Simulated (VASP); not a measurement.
# Au (P2_1/c) in VASP: single point with PBE

Aim: the single point of Au with PBE.

Program: VASP 6.6.1. These are calculated values, not measurements. Logs are shortened: lines on timing, memory, paths and dates and some standing lists are left out, and cuts for length are marked.

## (1) The cell of the first run

The structure is monoclinic, space group P2_1/c (No. 14). The conventional cell has a = 4.901 Å, b = 5.327 Å, c = 5.321 Å, α = 90.00°, β = 114.40°, γ = 90.00°. Au (site symmetry -1) has 6 Au at 2.67 to 2.93 Å within 3.5 Å. Within 3.5 Å of Au (site symmetry 1) lie 8 Au at 2.67 to 2.93 Å.

## (2) Single point, PBE

Contents of INCAR:

```
  PREC = Accurate
  ENCUT = 520
  EDIFF = 1E-6
  ISMEAR = 0
  SIGMA = 0.1
  LREAL = F
  LASPH = T
  NELM = 100
  ALGO = Normal
  ISIF = 2
  LWAVE = F
  LCHARG = T
  GGA = PE
  LELF = T
  LVHAR = T
  NBANDS = 42
```

Contents of KPOINTS:

```
regular mesh
0
Gamma
  4 4 4
```

Contents of POSCAR:

```
Au
1.0
    4.9005986644      0.0000000000      0.0000000000
    0.0000000000      5.3265690043      0.0000000000
   -2.1981854114      0.0000000000      4.8458742781
Au
6
Direct
    0.0000000000      0.0000000000      0.0000000000
    0.0000000000      0.5000000000      0.5000000000
    0.4250000000      0.3600000000      0.2650000000
    0.5750000000      0.8600000000      0.2350000000
    0.5750000000      0.6400000000      0.7350000000
    0.4250000000      0.1400000000      0.7650000000
```

Potentials or basis: VASP PAW PBE potentials, release 64 (Au).

Run with:

```sh
cat potpaw_PBE.64/Au/POTCAR > POTCAR
mpirun -np 1 vasp_std > vasp.out
```

OUTCAR:

```text
PREC = Accurate
   ENCUT = 520
   EDIFF = 1E-6
   ISMEAR = 0
   LREAL = F
   LASPH = T
   NELM = 100
   ISIF = 2
   GGA = PE

 ion  position               nearest neighbor table
   1  0.000  0.000  0.000-   4 2.67   6 2.67   5 2.75   3 2.75   6 2.93   4 2.93
   2  0.000  0.500  0.500-   5 2.67   3 2.67   6 2.75   4 2.75   3 2.93   5 2.93
   3  0.425  0.360  0.265-   2 2.67   5 2.74   1 2.75   4 2.78   4 2.78   6 2.91   6 2.91   2 2.93
                             5 3.53
   4  0.575  0.860  0.235-   1 2.67   6 2.74   2 2.75   3 2.78   3 2.78   5 2.91   5 2.91   1 2.93
                             6 3.53
   5  0.575  0.640  0.735-   2 2.67   3 2.74   1 2.75   6 2.78   6 2.78   4 2.91   4 2.91   2 2.93
                             3 3.53
   6  0.425  0.140  0.765-   1 2.67   4 2.74   2 2.75   5 2.78   5 2.78   3 2.91   3 2.91   1 2.93
                             4 3.53

  LATTYP: Found a simple monoclinic cell.
 ALAT       =     4.9005986644
 B/A-ratio  =     1.0869221026
 C/A-ratio  =     1.0858140041
 COS(beta)  =    -0.4131043283

  Lattice vectors:

 A1 = (   4.9005986644,   0.0000000000,   0.0000000000)
 A2 = (   0.0000000000,   5.3265690043,   0.0000000000)
 A3 = (  -2.1981854114,   0.0000000000,   4.8458742781)

Analysis of symmetry for initial positions (statically):
=====================================================================
 Subroutine PRICEL returns:
 Original cell was already a primitive cell.

 Routine SETGRP: Setting up the symmetry group for a
 simple monoclinic supercell.

 Subroutine GETGRP returns: Found  4 space group operations
 (whereof  2 operations were pure point group operations)
 out of a pool of  4 trial point group operations.

The static configuration has the point symmetry S_2 .
 The point group associated with its full space group is C_2h.

Analysis of symmetry for dynamics (positions and initial velocities):
=====================================================================
 Subroutine PRICEL returns:
 Original cell was already a primitive cell.

 Routine SETGRP: Setting up the symmetry group for a
 simple monoclinic supercell.

 Subroutine GETGRP returns: Found  4 space group operations
 (whereof  2 operations were pure point group operations)
 out of a pool of  4 trial point group operations.

The dynamic configuration has the point symmetry S_2 .
 The point group associated with its full space group is C_2h.

 Subroutine INISYM returns: Found  4 space group operations
 (whereof  2 operations are pure point group operations),
[... 107 lines left out ...]
   NSW    =      0    number of steps for IOM
   IBRION =     -1    ionic relax: 0-MD 1-quasi-New 2-CG
   NFREE  =      0    steps in history (QN), initial steepest desc. (CG)
   ISIF   =      2    stress and relaxation
   ISYM   =      2    0-nonsym 1-usesym 2-fastsym
   POTIM  = 0.5000    time-step for ionic-motion
   TEBEG  =    0.0;   TEEND  =   0.0 temperature during run
   PSTRESS=    0.0 pullay stress
   NELECT =      66.0000    total number of electrons
   NUPDOWN=      -1.0000    fix difference up-down
   EMIN   =  10.00;   EMAX   =-10.00  energy-range for DOS
   EFERMI =   0.00;   METHOD = LEGACY
   ISMEAR =     0;   SIGMA  =   0.10  broadening in eV -4-tet -1-fermi 0-gaus
   EFERMI_NEDOS =   21; number of points for ismear=-14 and -15
   IALGO  =     38    algorithm
   IMIX   =      4    mixing-type and parameters
     AMIX     =   0.40;   BMIX     =  1.00
     AMIX_MAG =   1.60;   BMIX_MAG =  1.00
  volume/ion in A,a.u.               =      21.08       142.27
  Fermi-wavevector in a.u.,A,eV,Ry     =   1.317953  2.490570 23.633315  1.737000
  Thomas-Fermi vector in A             =   2.447957
   LORBIT       =      0    0 simple, 1 ext, 2 COOP (PROOUT), +10 PAW based schemes
   GGA     = PE    functional components
   LHFCALC =     F    Hartree Fock is set to
   AEXX    =    0.0000 exact exchange contribution
   IVDW    =     0    specifies the selected vdW correction
   LEPSILON=     F    determine dielectric tensor
   LRPA    =     F    only Hartree local field effects (RPA)
 non-spin polarized calculation
 Gauss-broadening in eV      SIGMA  =   0.10
  energy-cutoff  :      520.00
  volume of cell :      126.49
 maximum number of plane-waves:      3429
   NGX = 19   NGY = 19   NGZ = 19

 number of electron      66.0000005 magnetization

 Free energy of the ion-electron system (eV)
  ---------------------------------------------------
  ext. energy  EPLUGINS =         0.00000000
  ---------------------------------------------------
  free energy    TOTEN  =       -18.05595684 eV

  energy without entropy =      -18.04937952  energy(sigma->0) =      -18.05266818

 E-fermi :   6.0810     XC(G=0): -11.2689

 val. band max:        6.0389875503   @ k =   0.5000   0.2500   0.0000
 cond. band min:       6.1203425807   @ k =   0.2500   0.0000   0.0000
 fundamental gap:      0.0813550304
 Fermi energy:         6.0810047087

 k-point     1 :       0.0000    0.0000    0.0000
  band No.  band energies     occupation
      1      -2.1714      2.00000
      2       0.4260      2.00000
      3       0.6744      2.00000
      4       0.7953      2.00000
      5       1.0985      2.00000
      6       1.2332      2.00000
[... 1069 lines left out ...]
     41      14.3335      0.00000
     42      14.3335      0.00000

 [... further k-points ...]

------------------------ aborting loop because EDIFF is reached ----------------------------------------

  FORCE on cell =-STRESS in cart. coord.  units (eV):
  Direction    XX          YY          ZZ          XY          YZ          ZX
  --------------------------------------------------------------------------------------
  -------------------------------------------------------------------------------------
  Total        2.5536153      2.7391457     -0.4431713      0.0000000      0.0000000      3.6011430
  in kB       32.3442597     34.6942002     -5.6132369      0.0000000      0.0000000     45.6123143
  external PRESSURE =      20.4750743 kB  Pullay stress =       0.0000000 kB

 VOLUME and BASIS-vectors are now :
 -----------------------------------------------------------------------------
  energy-cutoff  :      520.00
  volume of cell :      126.49
      direct lattice vectors                 reciprocal lattice vectors
     4.900598664  0.000000000  0.000000000     0.204056702  0.000000000  0.092564198
     0.000000000  5.326569004  0.000000000     0.000000000  0.187738110  0.000000000
    -2.198185411  0.000000000  4.845874278     0.000000000  0.000000000  0.206361111

 POSITION                                       TOTAL-FORCE (eV/Angst)
 -----------------------------------------------------------------------------------
      0.00000      0.00000      0.00000         0.000000      0.000000      0.000000
     -1.09909      2.66328      2.42294         0.000000      0.000000      0.000000
      1.50024      1.91756      1.28416        -0.469007     -0.370784     -0.503869
      2.30127      4.58085      1.13878         0.469007     -0.370784      0.503869
      1.20218      3.40900      3.56172         0.469007      0.370784      0.503869
      0.40114      0.74572      3.70709        -0.469007      0.370784     -0.503869
 -----------------------------------------------------------------------------------
    total drift:                                0.000000     -0.000000     -0.000000

  FREE ENERGIE OF THE ION-ELECTRON SYSTEM (eV)
  ---------------------------------------------------
  free  energy   TOTEN  =       -18.0559568393 eV

  energy  without entropy=      -18.0493795188  energy(sigma->0) =      -18.05266818
```

Run time: 1.7 min. Hardware: 1 thread of Intel Xeon Platinum 8259CL at 2.50GHz (Skylake/Cascade Lake), shared host; peak memory 0.28 GiB.

Results:

```
Free energy            : -18.0560 eV
Pressure               : 2.0 GPa
Largest force          : 0.782 eV/Å
Band gap on the k mesh : zero (band 33 reaches 8.82 eV, above the bottom of band 34 at 5.11 eV)
```

Forces in eV/Å, atoms in the order of the input:
```
Au   0.000  0.000  0.000
Au   0.000  0.000  0.000
Au  -0.469 -0.371 -0.504
Au   0.469 -0.371  0.504
Au   0.469  0.371  0.504
Au  -0.469  0.371 -0.504
```

Levels at points of the mesh, in eV from the Fermi level:
```tsv
k point	band 29	band 30	band 31	band 32	band 33	band 34	band 35	band 36	band 37	band 38
(0.00, 0.00, 0.00)	-1.74	-1.31	-0.73	0.06	0.29	2.09	3.01	3.01	4.31	4.76
(0.50, 0.00, 0.00)	-1.56	-1.24	-1.13	-0.67	-0.55	1.31	2.51	3.19	3.89	4.56
(0.00, 0.50, 0.00)	-1.81	-1.81	-1.46	-1.46	2.74	2.74	3.43	3.43	4.36	4.36
(0.50, 0.50, 0.00)	-1.52	-1.52	-0.97	-0.97	-0.59	-0.59	2.13	2.13	3.36	3.36
(0.00, 0.00, 0.50)	-1.86	-1.86	-1.41	-1.41	1.07	1.07	2.88	2.88	3.70	3.70
(0.50, 0.00, 0.50)	-1.46	-1.46	-1.25	-1.25	-0.13	-0.13	2.95	2.95	3.83	3.83
(0.00, 0.50, 0.50)	-1.72	-1.72	-1.13	-1.13	-0.97	-0.97	2.64	2.64	4.56	4.56
(0.50, 0.50, 0.50)	-1.77	-1.77	-1.19	-1.19	-0.76	-0.76	2.15	2.15	2.80	2.80
```

Caveat: spin-orbit coupling is left out, which moves the levels of the heavy elements.
